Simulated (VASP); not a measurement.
# AlN: single point with LDA

The system is AlN.

```
CELL_PARAMETERS angstrom
-3.08862 0.00000 0.00000
-1.54431 -2.67482 0.00000
-0.64346 -1.11451 10.18717
ATOMIC_POSITIONS crystal
Al 0.33333 0.96755 0.87787
Al 0.33333 0.16975 0.39260
Al 0.66667 0.60418 0.14996
Al 0.66667 0.40199 0.63524
N 0.33333 0.29472 0.09268
N 0.33333 0.09252 0.57795
N 0.66667 0.52695 0.33532
N 0.66667 0.32475 0.82059
```

This cell differs from its parent crystal: the part above a cut slid along it.

```yaml
Program: VASP 6.6.1
Task: single point
Functional: LDA
Potentials_or_basis: VASP PAW LDA potentials, release 64 (Al, N)
Cutoff: 520 eV
k_mesh: 8 × 8 × 3
Occupations: gaussian, width 0.05 eV
Spin: no spin polarisation
```

```yaml
Pressure: -3.2 GPa
Largest_force: 1.138 eV/Å
Band_gap_on_the_k_mesh: 3.04 eV (least direct gap 3.26 eV)
```

Forces in eV/Å, atoms in the order of the input:
```
Al  -0.072 -0.546  0.995
Al   0.003  0.007 -0.464
Al  -0.170  0.139 -0.241
Al  -0.052  0.011 -0.479
N    0.616  0.271 -0.888
N   -0.015  0.010  0.412
N    0.051 -0.002  0.463
N   -0.360  0.110  0.201
```

Stress tensor (GPa, compression positive):
```
-1.51 -2.47  2.98
-2.47 -5.36  1.60
 2.98  1.60 -2.76
```

Levels at points of the mesh, in eV from the valence-band top:
```tsv
k point	band 14	band 15	band 16	band 17	band 18	band 19
(0.00, 0.00, 0.00)	-0.27	-0.11	0.00	3.26	5.72	6.00
(0.50, 0.00, 0.00)	-1.49	-1.01	-0.77	3.94	4.45	5.10
(0.00, 0.50, 0.00)	-1.53	-0.89	-0.48	3.28	4.92	5.34
(0.50, 0.50, 0.00)	-1.53	-0.83	-0.39	3.27	4.57	5.42
```

Wall time 71 s on 1 thread of Intel(R) Xeon(R) 6975P-C (Granite Rapids), with other jobs on the host, peak memory 0.27 GiB.

Caveat: the cell differs from its parent crystal (the part above a cut slid along it); the cell stands under tension; forces of over 1 eV/Å act on the atoms, so gaps and moduli don't describe the material at rest. A k mesh can miss the band edges.
